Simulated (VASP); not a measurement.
# Tl2H (R-3m) in VASP: further runs

The runs below take Tl2H through single point, relaxation of cell and atoms, with PBE.

All numbers are computed with VASP 6.6.1; they aren't measurements. Logs are shortened: lines on timing, memory, paths and dates and some standing lists are left out, and cuts for length are marked.

**1. The cell of the first run**

It takes space group R-3m (No. 166, trigonal). Conventional cell: a = 4.574 Å, b = 4.574 Å, c = 11.493 Å, α = 90.00°, β = 90.00°, γ = 120.00°. Within 3.6 Å of Tl (site symmetry 3m) lie 4 H at 2.71 to 3.21 Å and 3 Tl at 2.92 Å. Within 3.6 Å of H (site symmetry -3m) lie 8 Tl at 2.71 to 3.21 Å.

**2. Single point, PBE**

File INCAR:

```
PREC = Accurate
ENCUT = 520
EDIFF = 1E-7
ISMEAR = 0
SIGMA = 0.1
LREAL = False
LASPH = True
NELM = 80
ALGO = Normal
ISIF = 2
LWAVE = False
LCHARG = False
GGA = PE
NBANDS = 20
```

File KPOINTS:

```
regular mesh
0
Gamma
  6 6 6
```

File POSCAR:

```
Tl2H
1.0
    2.2871854600      1.3205071400      3.8310983600
   -2.2871854600      1.3205071400      3.8310983600
    0.0000000000     -2.6410142900      3.8310983600
Tl H
2 1
Direct
    0.2792009200      0.2792009200      0.2792009200
    0.7207990800      0.7207990800      0.7207990800
    0.0000000000      0.0000000000      0.0000000000
```

Potentials or basis: VASP PAW PBE potentials, release 64 (Tl_d, H).

Launch:

```
cat potpaw_PBE.64/Tl_d/POTCAR potpaw_PBE.64/H/POTCAR > POTCAR
mpirun -np 1 vasp_std > vasp.out
```

OUTCAR:

```text
PREC = Accurate
   ENCUT = 520
   EDIFF = 1E-7
   ISMEAR = 0
   LREAL = False
   LASPH = True
   NELM = 80
   ISIF = 2
   GGA = PE

 ion  position               nearest neighbor table
   1  0.279  0.279  0.279-   2 2.92   2 2.92   2 2.92   2 3.70   2 3.70   2 3.70
   2  0.721  0.721  0.721-   1 2.92   1 2.92   1 2.92   1 3.70   1 3.70   1 3.70
   3  0.000  0.000  0.000-

  LATTYP: Found a trigonal (rhomboedric) cell.
 ALAT       =     4.6532000902
 COS(alpha) =     0.5167973542

  Lattice vectors:

 A1 = (   2.2871854600,   1.3205071400,   3.8310983600)
 A2 = (  -2.2871854600,   1.3205071400,   3.8310983600)
 A3 = (   0.0000000000,  -2.6410142900,   3.8310983600)

Analysis of symmetry for initial positions (statically):
=====================================================================
 Subroutine PRICEL returns:
 Original cell was already a primitive cell.

 Routine SETGRP: Setting up the symmetry group for a
 trigonal (rhombohedral) supercell.

 Subroutine GETGRP returns: Found 12 space group operations
 (whereof 12 operations were pure point group operations)
 out of a pool of 12 trial point group operations.

The static configuration has the point symmetry D_3d.

Analysis of symmetry for dynamics (positions and initial velocities):
=====================================================================
 Subroutine PRICEL returns:
 Original cell was already a primitive cell.

 Routine SETGRP: Setting up the symmetry group for a
 trigonal (rhombohedral) supercell.

 Subroutine GETGRP returns: Found 12 space group operations
 (whereof 12 operations were pure point group operations)
 out of a pool of 12 trial point group operations.

The dynamic configuration has the point symmetry D_3d.

 Subroutine INISYM returns: Found 12 space group operations
 (whereof 12 operations are pure point group operations),
 and found     1 'primitive' translations

----------------------------------------------------------------------------------------

                                     Primitive cell

  volume of cell :      69.4251

  direct lattice vectors                    reciprocal lattice vectors
     2.287185460  1.320507140  3.831098360     0.218609295  0.126214135  0.087007250
    -2.287185460  1.320507140  3.831098360    -0.218609295  0.126214135  0.087007250
     0.000000000 -2.641014290  3.831098360     0.000000000 -0.252428270  0.087007250

  length of vectors
     4.653200090  4.653200090  4.653200095     0.267002422  0.267002422  0.267002421

  position of ions in fractional coordinates (direct lattice)
[... 81 lines left out ...]
   EDIFF  = 0.1E-06   stopping-criterion for ELM
   LREAL  =      F    real-space projection
   EDIFFG = 0.1E-05   stopping-criterion for IOM
   NSW    =      0    number of steps for IOM
   IBRION =     -1    ionic relax: 0-MD 1-quasi-New 2-CG
   NFREE  =      0    steps in history (QN), initial steepest desc. (CG)
   ISIF   =      2    stress and relaxation
   ISYM   =      2    0-nonsym 1-usesym 2-fastsym
   POTIM  = 0.5000    time-step for ionic-motion
   TEBEG  =    0.0;   TEEND  =   0.0 temperature during run
   PSTRESS=    0.0 pullay stress
   NELECT =      27.0000    total number of electrons
   NUPDOWN=      -1.0000    fix difference up-down
   EMIN   =  10.00;   EMAX   =-10.00  energy-range for DOS
   EFERMI =   0.00;   METHOD = LEGACY
   ISMEAR =     0;   SIGMA  =   0.10  broadening in eV -4-tet -1-fermi 0-gaus
   EFERMI_NEDOS =   21; number of points for ismear=-14 and -15
   IALGO  =     38    algorithm
   IMIX   =      4    mixing-type and parameters
     AMIX     =   0.40;   BMIX     =  1.00
     AMIX_MAG =   1.60;   BMIX_MAG =  1.00
  volume/ion in A,a.u.               =      23.14       156.17
  Fermi-wavevector in a.u.,A,eV,Ry     =   1.194971  2.258167 19.428501  1.427955
  Thomas-Fermi vector in A             =   2.330947
   LORBIT       =      0    0 simple, 1 ext, 2 COOP (PROOUT), +10 PAW based schemes
   GGA     = PE    functional components
   LHFCALC =     F    Hartree Fock is set to
   AEXX    =    0.0000 exact exchange contribution
   IVDW    =     0    specifies the selected vdW correction
   LEPSILON=     F    determine dielectric tensor
   LRPA    =     F    only Hartree local field effects (RPA)
 non-spin polarized calculation
 Gauss-broadening in eV      SIGMA  =   0.10
  energy-cutoff  :      520.00
  volume of cell :       69.43
 maximum number of plane-waves:      1910
 NGX is ok and might be reduce to    36
   NGX = 17   NGY = 17   NGZ = 17

 number of electron      27.0000004 magnetization

 Free energy of the ion-electron system (eV)
  ---------------------------------------------------
  ext. energy  EPLUGINS =         0.00000000
  ---------------------------------------------------
  free energy    TOTEN  =        -6.10945886 eV

  energy without entropy =       -6.10226136  energy(sigma->0) =       -6.10586011

 E-fermi :   4.9764     XC(G=0):  -9.4388

 val. band max:        4.9170657424   @ k =   0.5000   0.5000   0.3333
 cond. band min:       4.9915874203   @ k =   0.0000   0.0000   0.0000
 fundamental gap:      0.0745216779
 Fermi energy:         4.9764385723

 k-point     1 :       0.0000    0.0000    0.0000
  band No.  band energies     occupation
      1      -7.3158      2.00000
      2      -7.3158      2.00000
      3      -7.0166      2.00000
      4      -7.0166      2.00000
      5      -6.8392      2.00000
      6      -6.5300      2.00000
[... 541 lines left out ...]
     19      14.7388      0.00000
     20      15.6460      0.00000

 [... further k-points ...]

------------------------ aborting loop because EDIFF is reached ----------------------------------------

  FORCE on cell =-STRESS in cart. coord.  units (eV):
  Direction    XX          YY          ZZ          XY          YZ          ZX
  --------------------------------------------------------------------------------------
  -------------------------------------------------------------------------------------
  Total        2.7899977      2.7899977      0.2391479      0.0000000     -0.0000000      0.0000000
  in kB       64.3869335     64.3869338      5.5189998      0.0000000     -0.0000000      0.0000000
  external PRESSURE =      44.7642890 kB  Pullay stress =       0.0000000 kB

 VOLUME and BASIS-vectors are now :
 -----------------------------------------------------------------------------
  energy-cutoff  :      520.00
  volume of cell :       69.43
      direct lattice vectors                 reciprocal lattice vectors
     2.287185460  1.320507140  3.831098360     0.218609295  0.126214135  0.087007250
    -2.287185460  1.320507140  3.831098360    -0.218609295  0.126214135  0.087007250
     0.000000000 -2.641014290  3.831098360     0.000000000 -0.252428270  0.087007250

 POSITION                                       TOTAL-FORCE (eV/Angst)
 -----------------------------------------------------------------------------------
      0.00000     -0.00000      3.20894        -0.000000      0.000000     -1.199652
      0.00000     -0.00000      8.28436        -0.000000     -0.000000      1.199652
      0.00000      0.00000      0.00000         0.000000      0.000000      0.000000
 -----------------------------------------------------------------------------------
    total drift:                               -0.000000      0.000000     -0.000000

  FREE ENERGIE OF THE ION-ELECTRON SYSTEM (eV)
  ---------------------------------------------------
  free  energy   TOTEN  =        -6.1094588559 eV

  energy  without entropy=       -6.1022613577  energy(sigma->0) =       -6.10586011
```

OSZICAR:

```text
N       E                     dE             d eps       ncg     rms          rms(c)
DAV:   1     0.123688085351E+03    0.12369E+03   -0.13567E+04  1288   0.119E+03
DAV:   2    -0.411147984103E+01   -0.12780E+03   -0.12540E+03  1396   0.265E+02
DAV:   3    -0.662462555338E+01   -0.25131E+01   -0.24877E+01  1472   0.330E+01
DAV:   4    -0.664421724627E+01   -0.19592E-01   -0.19589E-01  1364   0.304E+00
DAV:   5    -0.664458288675E+01   -0.36564E-03   -0.36564E-03  1436   0.408E-01    0.516E+00
DAV:   6    -0.615644520574E+01    0.48814E+00   -0.10753E+00  1356   0.434E+00    0.318E+00
DAV:   7    -0.610949677683E+01    0.46948E-01   -0.33938E-01  1364   0.205E+00    0.163E+00
DAV:   8    -0.611460048624E+01   -0.51037E-02   -0.66103E-02  1304   0.116E+00    0.337E-01
DAV:   9    -0.610947976534E+01    0.51207E-02   -0.17195E-02  1344   0.496E-01    0.826E-02
DAV:  10    -0.610946333438E+01    0.16431E-04   -0.16681E-03  1368   0.229E-01    0.642E-02
DAV:  11    -0.610946170226E+01    0.16321E-05   -0.15444E-04  1336   0.726E-02    0.125E-02
DAV:  12    -0.610945902049E+01    0.26818E-05   -0.13041E-05  1428   0.206E-02    0.567E-03
DAV:  13    -0.610945879922E+01    0.22127E-06   -0.47972E-06  1080   0.609E-03    0.231E-03
DAV:  14    -0.610945886375E+01   -0.64535E-07   -0.11284E-06  1080   0.391E-03    0.977E-04
DAV:  15    -0.610945885594E+01    0.78076E-08   -0.94115E-08   684   0.121E-03
   1 F= -.61094589E+01 E0= -.61058601E+01  d E =-.719750E-02
```

It took 37 s on 1 thread of Intel Xeon Platinum 8375C at 2.90GHz (Ice Lake), shared host; peak memory 0.21 GiB.

Results:

| Item | Value |
| --- | --- |
| Free energy | -6.1095 eV |
| Pressure | 4.5 GPa |
| Largest force | 1.200 eV/Å |

Forces on the atoms (eV/Å):
```
Tl   0.000  0.000 -1.200
Tl   0.000  0.000  1.200
H    0.000  0.000  0.000
```

Stress tensor (GPa, compression positive):
```
6.44 0.00 0.00
0.00 6.44 0.00
0.00 0.00 0.55
```

Caveat: spin-orbit coupling is left out, which moves the levels of the heavy elements; forces of over 1 eV/Å act on the atoms, so gaps and moduli don't describe the material at rest.

**3. Single point, PBE**

This run uses another cell than the first one, of 23.57 Å³/atom, 1.019 times its volume.

File INCAR:

```
ALGO     = Normal         # electronic algorithm
EDIFF    = 1E-6           # SCF threshold, eV
ENCUT    = 520            # plane-wave cutoff, eV
GGA      = PE             # functional
ISIF     = 2              # what is computed and relaxed
ISMEAR   = 0              # smearing method
LASPH    = T              # aspherical terms in the spheres
LCHARG   = F              # write CHGCAR
LREAL    = F              # projectors in reciprocal space
LWAVE    = F              # write WAVECAR
NBANDS   = 20             # bands
NELM     = 80             # most SCF steps
PREC     = Accurate       # precision mode
SIGMA    = 0.1            # smearing width, eV
```

File KPOINTS:

```
k-points
0
Gamma
  6 6 6
```

File POSCAR:

```
Tl2H
1.0
    1.7904929660      1.0337415932      6.3674066041
   -1.7904929660      1.0337415932      6.3674066041
    0.0000000000     -2.0674831946      6.3674066028
Tl H
2 1
Direct
    0.2523046722      0.2523046722      0.2523046722
    0.7476953278      0.7476953278      0.7476953278
    0.0000000000      0.0000000000      0.0000000000
```

Potentials or basis: VASP PAW PBE potentials, release 64 (Tl_d, H).

Launch:

```
cat potpaw_PBE.64/Tl_d/POTCAR potpaw_PBE.64/H/POTCAR > POTCAR
mpirun -np 1 vasp_std > vasp.out
```

OUTCAR:

```text
EDIFF = 1E-6
   ENCUT = 520
   GGA = PE
   ISIF = 2
   ISMEAR = 0
   LASPH = T
   LREAL = F
   NELM = 80
   PREC = Accurate

 ion  position               nearest neighbor table
   1  0.252  0.252  0.252-   2 3.72   2 3.72   2 3.72   2 3.87   2 3.87   2 3.87
   2  0.748  0.748  0.748-   1 3.72   1 3.72   1 3.72   1 3.87   1 3.87   1 3.87
   3  0.000  0.000  0.000-

  LATTYP: Found a trigonal (rhomboedric) cell.
[... 748 lines left out ...]

  FORCE on cell =-STRESS in cart. coord.  units (eV):
  Direction    XX          YY          ZZ          XY          YZ          ZX
  --------------------------------------------------------------------------------------
  -------------------------------------------------------------------------------------
  Total       -0.0015502     -0.0015502     -0.0085618      0.0000000      0.0000000      0.0000000
  in kB       -0.0351236     -0.0351236     -0.1939887      0.0000000      0.0000000      0.0000000
  external PRESSURE =      -0.0880786 kB  Pullay stress =       0.0000000 kB

 VOLUME and BASIS-vectors are now :
 -----------------------------------------------------------------------------
  energy-cutoff  :      520.00
  volume of cell :       70.71
      direct lattice vectors                 reciprocal lattice vectors
     1.790492966  1.033741593  6.367406604     0.279252703  0.161226623  0.052349937
    -1.790492966  1.033741593  6.367406604    -0.279252703  0.161226623  0.052349937
     0.000000000 -2.067483195  6.367406603     0.000000000 -0.322453246  0.052349937

 POSITION                                       TOTAL-FORCE (eV/Angst)
 -----------------------------------------------------------------------------------
      0.00000     -0.00000      4.81958         0.000000     -0.000000      0.000807
      0.00000     -0.00000     14.28264         0.000000      0.000000     -0.000807
      0.00000      0.00000      0.00000         0.000000      0.000000      0.000000
 -----------------------------------------------------------------------------------
    total drift:                                0.000000     -0.000000      0.000000

  FREE ENERGIE OF THE ION-ELECTRON SYSTEM (eV)
  ---------------------------------------------------
  free  energy   TOTEN  =        -7.0504997574 eV

  energy  without entropy=       -7.0455929396  energy(sigma->0) =       -7.04804635
```

OSZICAR:

```text
N       E                     dE             d eps       ncg     rms          rms(c)
DAV:   1     0.124407381778E+03    0.12441E+03   -0.13606E+04  1288   0.119E+03
DAV:   2    -0.485874031472E+01   -0.12927E+03   -0.12645E+03  1400   0.266E+02
DAV:   3    -0.740531921063E+01   -0.25466E+01   -0.25300E+01  1456   0.326E+01
DAV:   4    -0.742478253800E+01   -0.19463E-01   -0.19461E-01  1368   0.289E+00
DAV:   5    -0.742510407913E+01   -0.32154E-03   -0.32154E-03  1472   0.379E-01    0.361E+00
DAV:   6    -0.707584321143E+01    0.34926E+00   -0.81810E-01  1340   0.379E+00    0.194E+00
DAV:   7    -0.704912899609E+01    0.26714E-01   -0.20867E-01  1400   0.170E+00    0.109E+00
DAV:   8    -0.705074141975E+01   -0.16124E-02   -0.22281E-02  1368   0.806E-01    0.139E-01
DAV:   9    -0.705044938828E+01    0.29203E-03   -0.29983E-03  1348   0.273E-01    0.970E-02
DAV:  10    -0.705049972469E+01   -0.50336E-04   -0.43452E-04  1396   0.983E-02    0.240E-02
DAV:  11    -0.705050199789E+01   -0.22732E-05   -0.26241E-05  1280   0.236E-02    0.183E-02
DAV:  12    -0.705049991572E+01    0.20822E-05   -0.23192E-05  1400   0.217E-02    0.780E-03
DAV:  13    -0.705049975743E+01    0.15829E-06   -0.42226E-06  1088   0.982E-03
   1 F= -.70504998E+01 E0= -.70480463E+01  d E =-.490682E-02
```

Wall time 2 min (1 thread of Intel Xeon Platinum 8375C at 2.90GHz (Ice Lake), shared host); peak memory 0.34 GiB.

What came out:

- Free energy: -7.0505 eV
- Pressure: 0.0 GPa

Caveat: spin-orbit coupling is left out, which moves the levels of the heavy elements.

**4. Relaxation of cell and atoms, PBE**

File INCAR:

```
ALGO = Normal
EDIFF = 1E-7
EDIFFG = -0.04
ENCUT = 600
GGA = PE
IBRION = 2
ISIF = 3
ISMEAR = 0
LASPH = True
LCHARG = False
LREAL = False
LWAVE = False
NELM = 80
NSW = 90
PREC = Accurate
SIGMA = 0.1
```

KPOINTS is that of step 3.

File POSCAR:

```
Tl2H
1.0
    2.2871854600      1.3205071400      3.8310983600
   -2.2871854600      1.3205071400      3.8310983600
    0.0000000000     -2.6410142900      3.8310983600
Tl H
2 1
Direct
    0.2792009200      0.2792009200      0.2792009200
    0.7207990800      0.7207990800      0.7207990800
    0.0000000000      0.0000000000      0.0000000000
```

Launch:

```
cat potpaw_PBE.64/Tl_d/POTCAR potpaw_PBE.64/H/POTCAR > POTCAR
mpirun -np 1 vasp_std > vasp.out
```

Wall time 18 min (1 thread of Intel Xeon Platinum 8375C at 2.90GHz (Ice Lake), shared host); peak memory 0.27 GiB.

Results (log left out):

```yaml
Free_energy: -6.9197 eV
Relaxed_volume: 23.95 Å³/atom
Relaxed_cell: a = 4.176 Å, b = 4.176 Å, c = 4.176 Å, α = 84.48°, β = 84.48°, γ = 84.48°
Space_group_after_relaxing_to_0.05_Å: R-3m (No. 166)
Energy_gained_by_relaxing: 270.0 meV/atom
Ionic_steps: 31
Pressure_after_relaxing: 0.0 GPa
Largest_force_after_relaxing: 0.035 eV/Å
```

Forces on the atoms (eV/Å):
```
Tl   0.000  0.000  0.035
Tl   0.000  0.000 -0.035
H    0.000  0.000  0.000
```

The path:
| step | energy change (eV) | largest force (eV/Å) | pressure (GPa) | volume (Å³) |
| --- | --- | --- | --- | --- |
| 1 | 0.0000 | 1.1992 | 4.54 | 69.43 |
| 2 | -0.2550 | 0.6353 | 0.52 | 76.19 |
| 3 | -0.3042 | 0.4436 | -0.86 | 80.07 |
| 4 | -0.3112 | 0.3771 | -1.37 | 81.94 |
| 5 | -0.3713 | 0.3731 | -1.23 | 79.70 |
| 6 | -0.5211 | 0.3058 | -0.10 | 73.01 |
| 7 | -0.4147 | 0.4484 | 7.66 | 59.68 |
| 8 | -0.5568 | 0.2203 | 1.22 | 68.90 |
| 9 | -0.5636 | 0.1244 | 2.32 | 66.36 |
| 10 | -0.6050 | 0.0271 | 2.14 | 67.15 |
| 11 | -0.6676 | 0.5138 | 2.26 | 69.05 |
| 12 | -0.6671 | 0.2158 | 1.88 | 68.38 |
| 13 | -0.6765 | 0.3513 | 2.00 | 68.74 |
| 14 | -0.7259 | 0.2551 | 0.46 | 72.94 |
| 15 | -0.7360 | 0.1562 | -0.77 | 78.33 |
| 16 | -0.7380 | 0.1843 | -0.45 | 76.78 |
| 17 | -0.7489 | 0.1928 | -0.35 | 76.21 |
| 18 | -0.7702 | 0.2352 | 0.00 | 74.43 |
| 19 | -0.7687 | 0.3515 | 1.03 | 70.64 |
| 20 | -0.7758 | 0.3278 | 0.49 | 72.67 |
| 21 | -0.7756 | 0.3467 | 0.80 | 71.67 |
| 22 | -0.7806 | 0.3084 | 0.72 | 71.65 |
| 23 | -0.7905 | 0.2021 | 0.54 | 71.59 |
| 24 | -0.7847 | 0.0605 | 0.22 | 71.45 |
| 25 | -0.7924 | 0.1232 | 0.43 | 71.55 |
| 26 | -0.7968 | 0.1055 | 0.33 | 71.84 |
| 27 | -0.8054 | 0.0695 | -0.01 | 72.69 |
| 28 | -0.8014 | 0.0151 | -0.70 | 74.34 |
| 29 | -0.8074 | 0.0544 | -0.27 | 73.29 |
| 30 | -0.8084 | 0.0501 | -0.21 | 72.93 |
| 31 | -0.8100 | 0.0345 | 0.02 | 71.85 |

Final structure:
```
CELL_PARAMETERS angstrom
2.80706 1.62065 2.63227
-2.80706 1.62065 2.63227
0.00000 -3.24131 2.63227
ATOMIC_POSITIONS crystal
Tl 0.26847 0.26847 0.26847
Tl 0.73152 0.73152 0.73152
H 0.00000 0.00000 0.00000
```

Levels at points of the mesh, in eV from the Fermi level:
```csv
k point,band 10,band 11,band 12,band 13,band 14,band 15,band 16,band 17
"(0.00, 0.00, 0.00)",-11.11,-9.31,-2.78,-1.63,1.12,1.12,5.49,5.49
"(0.50, 0.00, 0.00)",-11.29,-7.23,-6.81,-0.28,2.30,3.10,3.21,4.33
"(0.50, 0.50, 0.00)",-11.08,-5.73,-5.53,-3.67,-1.88,2.83,3.48,5.69
"(0.50, 0.50, 0.50)",-11.23,-5.34,-4.61,-2.83,-0.20,0.70,0.70,1.19
```

Caveat: spin-orbit coupling is left out, which moves the levels of the heavy elements.

**5. The runs side by side**

```csv
task,cell,cutoff (eV),gap on the mesh (eV),pressure (GPa),largest force (eV/Å)
single point,"a = 4.653 Å, angles 58.9°, 3 atoms",520,none,4.5,1.20
single point,"a = 6.695 Å, angles 31.0°, 3 atoms",520,none,0.0,-
relaxation of cell and atoms,"relaxed from a = 4.653 Å, angles 58.9°, 3 atoms",600,none,0.0,0.03
```

Alike in all rows: level PBE; potentials or basis VASP PAW PBE potentials, release 64 (Tl_d, H); no spin polarisation; k mesh 6 × 6 × 6; smearing gaussian 0.1 eV.

Caveats: spin-orbit coupling is left out, which moves the levels of the heavy elements; forces of over 1 eV/Å act on the atoms, so gaps and moduli don't describe the material at rest (some runs).

Total energies depend on the potentials used, so only differences within one code and one set of settings carry meaning.
